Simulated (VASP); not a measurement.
# GaN (Fm-3m) in VASP: notebook

Runs on GaN. Level: PBE. Tasks: G0W0 quasiparticle levels.

Everything below comes from runs of VASP 6.6.1. Logs are shortened: lines on timing, memory, paths and dates and some standing lists are left out, and cuts for length are marked.

## 1. The cell of the first run

Symmetry: Fm-3m, No. 225, cubic system. The conventional cell has a = 4.217 Å, b = 4.217 Å, c = 4.217 Å, α = 90.00°, β = 90.00°, γ = 90.00°. Ga (site symmetry m-3m) has 6 N at 2.11 Å within 2.8 Å. Within 2.8 Å of N (site symmetry m-3m) lie 6 Ga at 2.11 Å.

## 2. G0W0 quasiparticle levels, PBE

POSCAR

```
GaN
1.0
    0.0000000000      2.1085153661      2.1085153661
    2.1085153661      0.0000000000      2.1085153661
    2.1085153661      2.1085153661      0.0000000000
Ga N
1 1
Direct
    0.5000000000      0.5000000000      0.5000000000
    0.0000000000      0.0000000000      0.0000000000
```

INCAR.step1

```
SYSTEM = GaN
  PREC = Accurate
  ENCUT = 500
  EDIFF = 1E-8
  ISMEAR = 0
  SIGMA = 0.01
  LREAL = .False.
  LASPH = .True.
  NELM = 100
  ALGO = Normal
  LWAVE = .True.
  LCHARG = .False.
  GGA = PE
```

INCAR.step2

```
SYSTEM = GaN
  PREC = Accurate
  ENCUT = 500
  EDIFF = 1E-8
  ISMEAR = 0
  SIGMA = 0.01
  LREAL = .False.
  LASPH = .True.
  NELM = 1
  ALGO = Exact
  LWAVE = .True.
  LCHARG = .False.
  GGA = PE
  NBANDS = 79
  LOPTICS = .True.
  ISTART = 1
```

INCAR.step3

```
SYSTEM = GaN
  PREC = Accurate
  ENCUT = 500
  EDIFF = 1E-8
  ISMEAR = 0
  SIGMA = 0.01
  LREAL = .False.
  LASPH = .True.
  ALGO = EVGW0
  LWAVE = .False.
  LCHARG = .False.
  GGA = PE
  NELMGW = 1
  NBANDS = 79
  ENCUTGW = 140.0
  NOMEGA = 96
  PRECFOCK = Fast
  ISTART = 1
  NBANDSGW = 17
  OMEGAMAX = 20
```

KPOINTS

```
regular mesh
0
Gamma
  6 6 6
  0 0 0
```

Potentials or basis: VASP PAW PBE potentials, release 64 (Ga_d_GW, N_GW).

Started as:

```
$ cat potpaw_PBE.64/Ga_d_GW/POTCAR potpaw_PBE.64/N_GW/POTCAR > POTCAR
$ cp INCAR.step1 INCAR
$ mpirun -np 1 vasp_std > vasp.out
$ cp INCAR.step2 INCAR
$ mpirun -np 1 vasp_std > vasp.out
$ cp INCAR.step3 INCAR
$ mpirun -np 1 vasp_std > vasp.out
```

OUTCAR:

```text
SYSTEM = GaN
   PREC = Accurate
   ENCUT = 500
   EDIFF = 1E-8
   ISMEAR = 0
   LREAL = .False.
   LASPH = .True.
   GGA = PE
   NELMGW = 1
   ENCUTGW = 140.0
   PRECFOCK = Fast
   ISTART = 1

 ion  position               nearest neighbor table
   1  0.500  0.500  0.500-   2 2.11   2 2.11   2 2.11   2 2.11   2 2.11   2 2.11
   2  0.000  0.000  0.000-   1 2.11   1 2.11   1 2.11   1 2.11   1 2.11   1 2.11

  LATTYP: Found a face centered cubic cell.
 ALAT       =     4.2170307322

  Lattice vectors:

 A1 = (   0.0000000000,   2.1085153661,   2.1085153661)
 A2 = (   2.1085153661,   0.0000000000,   2.1085153661)
 A3 = (   2.1085153661,   2.1085153661,   0.0000000000)

Analysis of symmetry for initial positions (statically):
=====================================================================
 Subroutine PRICEL returns:
 Original cell was already a primitive cell.

 Routine SETGRP: Setting up the symmetry group for a
 face centered cubic supercell.

 Subroutine GETGRP returns: Found 48 space group operations
 (whereof 48 operations were pure point group operations)
 out of a pool of 48 trial point group operations.

The static configuration has the point symmetry O_h .

Analysis of symmetry for dynamics (positions and initial velocities):
=====================================================================
 Subroutine PRICEL returns:
 Original cell was already a primitive cell.

 Routine SETGRP: Setting up the symmetry group for a
 face centered cubic supercell.

 Subroutine GETGRP returns: Found 48 space group operations
 (whereof 48 operations were pure point group operations)
 out of a pool of 48 trial point group operations.

The dynamic configuration has the point symmetry O_h .

 Subroutine INISYM returns: Found 48 space group operations
 (whereof 48 operations are pure point group operations),
 and found     1 'primitive' translations

----------------------------------------------------------------------------------------

                                     Primitive cell

  volume of cell :      18.7482

  direct lattice vectors                    reciprocal lattice vectors
     0.000000000  2.108515366  2.108515366    -0.237133676  0.237133676  0.237133676
     2.108515366  0.000000000  2.108515366     0.237133676 -0.237133676  0.237133676
     2.108515366  2.108515366  0.000000000     0.237133676  0.237133676 -0.237133676

  length of vectors
     2.981891027  2.981891027  2.981891027     0.410727575  0.410727575  0.410727575

  position of ions in fractional coordinates (direct lattice)
     0.500000000  0.500000000  0.500000000
     0.000000000  0.000000000  0.000000000

  ion indices of the primitive-cell ions
   primitive index   ion index
                 1           1
                 2           2

----------------------------------------------------------------------------------------

 KPOINTS: regular mesh

Automatic generation of k-mesh.
 Grid dimensions read from file:
 generate k-points for:    6    6    6

 Generating k-lattice:

  Cartesian coordinates                     Fractional coordinates (reciprocal lattice)
    -0.039522279  0.039522279  0.039522279     0.166666667  0.000000000  0.000000000
     0.039522279 -0.039522279  0.039522279     0.000000000  0.166666667  0.000000000
     0.039522279  0.039522279 -0.039522279     0.000000000  0.000000000  0.166666667

  Length of vectors
     0.068454596  0.068454596  0.068454596

  Shift w.r.t. Gamma in fractional coordinates (k-lattice)
     0.000000000  0.000000000  0.000000000

 Subroutine IBZKPT returns following result:
 ===========================================

 Found     16 irreducible k-points:

 Following reciprocal coordinates:
            Coordinates               Weight
  0.000000  0.000000  0.000000      1.000000
  0.166667  0.000000  0.000000      8.000000
  0.333333  0.000000  0.000000      8.000000
  0.500000  0.000000  0.000000      4.000000
  0.166667  0.166667  0.000000      6.000000
  0.333333  0.166667  0.000000     24.000000
[... 8 lines left out ...]
 -0.333333  0.333333  0.166667     24.000000
 -0.333333  0.500000  0.166667     12.000000
   k-points           NKPTS =     16   k-points in BZ     NKDIM =    216   number of bands    NBANDS=     79
   number of dos      NEDOS =    301   number of ions     NIONS =      2
   total plane-waves  NPLWV =  13824
   dimension x,y,z NGX =    24 NGY =   24 NGZ =   24
   dimension x,y,z NGXF=    48 NGYF=   48 NGZF=   48
   ions per type =               1   1
   NGX,Y,Z   is equivalent  to a cutoff of  13.38, 13.38, 13.38 a.u.
   NGXF,Y,Z  is equivalent  to a cutoff of  26.76, 26.76, 26.76 a.u.
 SYSTEM =  GaN
   PREC   = accura    normal or accurate (medium, high low for compatibility)
   ISTART =      1    job   : 0-new  1-cont  2-samecut
   ICHARG =      0    charge: 1-file 2-atom 10-const
   ISPIN  =      1    spin polarized calculation?
   LNONCOLLINEAR =      F non collinear calculations
   LSORBIT =      F    spin-orbit coupling
   LASPH  =      T    aspherical Exc in radial PAW
   ENCUT  =  500.0 eV  36.75 Ry    6.06 a.u.   5.44  5.44  5.44*2*pi/ulx,y,z
   NELM   =     60;   NELMIN=  2; NELMDL=  0     # of ELM steps
   EDIFF  = 0.1E-07   stopping-criterion for ELM
   LREAL  =      F    real-space projection
   EDIFFG = 0.1E-06   stopping-criterion for IOM
   NSW    =      0    number of steps for IOM
   IBRION =     -1    ionic relax: 0-MD 1-quasi-New 2-CG
   NFREE  =      0    steps in history (QN), initial steepest desc. (CG)
   ISIF   =      0    stress and relaxation
   ISYM   =      3    0-nonsym 1-usesym 2-fastsym
   POTIM  = 0.5000    time-step for ionic-motion
   TEBEG  =    0.0;   TEEND  =   0.0 temperature during run
   PSTRESS=    0.0 pullay stress
   NELECT =      18.0000    total number of electrons
   NUPDOWN=      -1.0000    fix difference up-down
   EMIN   =  10.00;   EMAX   =-10.00  energy-range for DOS
   EFERMI =   0.00;   METHOD = LEGACY
   ISMEAR =     0;   SIGMA  =   0.01  broadening in eV -4-tet -1-fermi 0-gaus
   EFERMI_NEDOS =   21; number of points for ismear=-14 and -15
   IALGO  =     38    algorithm
   IMIX   =      4    mixing-type and parameters
     AMIX     =   0.40;   BMIX     =  1.00
     AMIX_MAG =   1.60;   BMIX_MAG =  1.00
  volume/ion in A,a.u.               =       9.37        63.26
  Fermi-wavevector in a.u.,A,eV,Ry     =   1.615024  3.051952 35.488097  2.608302
  Thomas-Fermi vector in A             =   2.709838
   LORBIT       =      0    0 simple, 1 ext, 2 COOP (PROOUT), +10 PAW based schemes
   GGA     = PE    functional components
   LHFCALC =     T    Hartree Fock is set to
   PRECFOCK=fast      Normal, Fast or Accurate (Low or Medium for compatibility)
   ENCUT4O =  -1.0   cutoff for four orbital integrals eV
   NKREDX  =     1    reduce k-point grid by
   NKREDY  =     1    reduce k-point grid by
   NKREDZ  =     1    reduce k-point grid by
   AEXX    =    1.0000 exact exchange contribution
   HFSCREEN=    0.0000 screening length (either q_TF or 0.3 A-1)
   HFSCREENC=   0.0000 screening length for correlation (either q_TF or 0.3 A-1)
   ENCUTFOCK=  -1.0 apply spherical cutoff to Coloumb kernel
   IVDW    =     0    specifies the selected vdW correction
   LEPSILON=     F    determine dielectric tensor
   LRPA    =     F    only Hartree local field effects (RPA)
   LRPAFORCE           =     F    calculate RPA forces
   ENCUTGW             = 140.0    cutoff for response function in eV
   ENCUTGWSOFT         = 112.0    soft cutoff for Coulomb kernel in GW response function in eV
   ENCUTLF             =  -1.0    cutoff for local field effects
   NELMGW              =     1    number of iterations in solving QP/BSE equation
   NELMHF              =     1    number of iterations in the inner HF iteration
   NKREDLFX            =     1    NKREDLFY  =   1   NKREDLFZ  =   1
 non-spin polarized calculation
 Gauss-broadening in eV      SIGMA  =   0.01
  energy-cutoff  :      500.00
  volume of cell :       18.75
 maximum number of plane-waves:       531
 NGX is ok and might be reduce to    24
  NGX = 14; NGY = 14; NGZ = 14
   NGX = 11   NGY = 11   NGZ = 11
 maximum number of plane-waves:        76
 NGX is ok and might be reduce to    14

 QP shifts <psi_nk| G(iteration)W_0 |psi_nk>: iteration 1
 for sc-GW calculations column KS-energies equals QP-energies in previous step
 and V_xc(KS)=  KS-energies - (<T + V_ion + V_H > + <T+V_H+V_ion>^1  + <V_x>^1)

 k-point   1 :       0.0000    0.0000    0.0000
  band No.  KS-energies  QP-energies   sigma(KS)   V_xc(KS)     V^pw_x(r,r')   Z            occupation Imag(sigma)

      1      -9.5991     -10.4180     -15.7458     -14.5440     -24.4163       0.6814       2.0000       1.2676
      2      -6.3010      -9.1820     -25.5749     -21.6472     -34.9896       0.7335       2.0000       0.1152
      3      -6.3010      -9.1820     -25.5749     -21.6472     -34.9896       0.7335       2.0000       0.1152
      4      -6.3010      -9.1820     -25.5749     -21.6472     -34.9896       0.7335       2.0000       0.1152
      5      -6.2045      -9.1319     -25.8446     -21.8492     -35.4640       0.7327       2.0000       0.1571
      6      -6.2045      -9.1319     -25.8446     -21.8492     -35.4640       0.7327       2.0000       0.1571
[... 9 lines left out ...]
     16      23.6770      24.3269     -11.8885     -12.7475      -4.5181       0.7565       0.0000      -0.4969
     17      23.8723      24.0192      -9.0937      -9.2806      -2.5749       0.7861       0.0000      -0.2603

 k-point   2 :       0.1667    0.0000    0.0000
  band No.  KS-energies  QP-energies   sigma(KS)   V_xc(KS)     V^pw_x(r,r')   Z            occupation Imag(sigma)

      1      -9.0633      -9.8620     -15.8844     -14.7058     -24.4490       0.6777       2.0000       1.2026
      2      -6.3202      -9.1894     -25.4967     -21.5850     -34.8998       0.7335       2.0000       0.1208
      3      -6.2980      -9.1845     -25.6128     -21.6752     -35.1041       0.7330       2.0000       0.1365
      4      -6.2980      -9.1845     -25.6128     -21.6752     -35.1041       0.7330       2.0000       0.1365
      5      -6.2136      -9.1252     -25.7691     -21.8008     -35.3178       0.7337       2.0000       0.1433
      6      -6.2136      -9.1252     -25.7691     -21.8008     -35.3178       0.7337       2.0000       0.1433
[... 9 lines left out ...]
     16      24.2832      24.7647     -11.7659     -12.3750      -5.6396       0.7905       0.0000      -0.3277
     17      29.4140      29.7583     -10.5216     -10.9503      -3.5842       0.8032       0.0000      -0.6729

 k-point   3 :       0.3333    0.0000    0.0000
  band No.  KS-energies  QP-energies   sigma(KS)   V_xc(KS)     V^pw_x(r,r')   Z            occupation Imag(sigma)
[... 253 lines left out ...]
      1      -7.5730      -9.5073     -21.9168     -19.1482     -31.2048       0.6986       2.0000       0.5247
      2      -6.3695      -9.2071     -25.3216     -21.4476     -34.7658       0.7325       2.0000       0.1564
      3      -6.2792      -9.1509     -25.5637     -21.6456     -35.1000       0.7329       2.0000       0.1615
      4      -6.2714      -9.1303     -25.4545     -21.5609     -34.8438       0.7342       2.0000       0.1283
      5      -6.0506      -8.9691     -25.9023     -21.9396     -35.3718       0.7365       2.0000       0.1167
      6      -4.1452      -5.8017     -21.6737     -19.4267     -30.1198       0.7372       2.0000       0.5319
[... 9 lines left out ...]
     16      33.6579      34.2765     -11.0662     -11.8329      -3.7150       0.8069       0.0000      -1.0944
     17      35.3067      36.1560     -11.8391     -12.8640      -4.6307       0.8286       0.0000      -1.1884

 k-point  16 :      -0.3333    0.5000    0.1667
  band No.  KS-energies  QP-energies   sigma(KS)   V_xc(KS)     V^pw_x(r,r')   Z            occupation Imag(sigma)

      1      -7.8105      -9.7377     -21.9101     -19.1321     -31.2659       0.6938       2.0000       0.5193
      2      -6.3983      -9.2453     -25.3195     -21.4323     -34.6899       0.7324       2.0000       0.1249
      3      -6.2217      -9.1155     -25.7362     -21.7824     -35.3657       0.7319       2.0000       0.1741
      4      -6.1689      -9.0490     -25.6386     -21.7169     -35.0583       0.7344       2.0000       0.1243
      5      -6.0147      -8.9382     -25.9473     -21.9818     -35.4201       0.7372       2.0000       0.1151
      6      -3.4235      -5.0447     -22.1423     -19.9359     -30.5424       0.7348       2.0000       0.4913
[... 9 lines left out ...]
     16      35.0623      36.0506     -13.2813     -14.4644      -5.9437       0.8354       0.0000      -1.4596
     17      36.9951      37.9800     -13.2738     -14.4664      -5.0693       0.8258       0.0000      -1.7962
```

Wall time 3.1 min (1 thread of Intel Xeon 6975P-C (Granite Rapids), shared host); peak memory 0.38 GiB.

Results:

```
Quasiparticle gap                                   : 1.51 eV
Least direct quasiparticle gap                      : 3.85 eV
Band gap of the starting levels on the mesh         : 0.62 eV
Least direct gap of the starting levels on the mesh : 2.83 eV
```

Caveat: the k points lie up to 0.43 Å⁻¹ apart; bands, screening cutoff and mesh are small and nothing is extrapolated, so the quasiparticle values aren't converged.

[end of part 1 of 2]
